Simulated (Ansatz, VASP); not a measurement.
**SrO: VASP beside Ansatz**

```xyz
4
Lattice="4.2025 0.0000 0.0000 -2.1013 3.6395 0.0000 0.0000 0.0000 5.0789" Properties=species:S:1:pos:R:3 pbc="T T T"
Sr    0.0000    2.4263   -0.3174
Sr    2.1013    1.2132    2.2220
O     0.0000    2.4263    2.2220
O     2.1013    1.2132    4.7614
```

Alike in both runs: task single point; functional PBE; k mesh 6 × 6 × 4; no spin polarisation.

```csv
,VASP,Ansatz
version,VASP 6.6.1,Ansatz 0.2.0
potentials or method,"VASP PAW PBE potentials, release 64 (Sr_sv, O)","plane waves, PAW"
plane-wave cutoff (eV),520,420
occupations,"gaussian, width 0.01 eV",fixed
valence electrons in the cell,32,32
```

|  | VASP | Ansatz | Ansatz less VASP |
| --- | --- | --- | --- |
| gap on the k mesh at the Fermi level (eV) | 2.79 | 2.81 | +0.020 |
| pressure (GPa) | 5.5 | 4.9 | -0.59 |
| traceless stress, the component that is largest in VASP (GPa) | 0.32 | 0.31 | -0.003 |

Ansatz's warnings: structure snapped to symmetry.
